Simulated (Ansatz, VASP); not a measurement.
Two plane-wave programs on InSb

```
In Sb
1.0
     3.09095    0.00000    0.00000
     0.00000    3.09095    0.00000
     0.00000    0.00000    6.23394
In Sb
1 1
Direct
  0.00000 0.00000 0.00000
  0.00000 0.00000 0.50000
```

Alike in both runs: functional PBE; k mesh 14 × 14 × 8; occupations gaussian, width 0.1 eV; no spin polarisation.

Ansatz relaxed the structure, and its values are those at the end. VASP's run is a single point on that final structure, the one shown.

|  | VASP | Ansatz |
| --- | --- | --- |
| version | VASP 6.6.1 | Ansatz 0.2.0 |
| potentials or method | VASP PAW PBE potentials, release 64 (In_d, Sb), cutoff 500 eV | scalar-relativistic, plane waves, PAW |
| valence electrons in the cell | 18 | 28 |

```csv
,VASP,Ansatz,Ansatz less VASP
gap on the k mesh at the Fermi level (eV),none,none,-
pressure (GPa),0.0,0.0,+0.02
```

A gap of «none» marks a metal or a gap that the smearing closes. VASP's potentials hold 18 valence electrons a cell and Ansatz's 28, so a difference there can come from the potentials and not from the codes.

Neither program's run includes spin-orbit coupling.
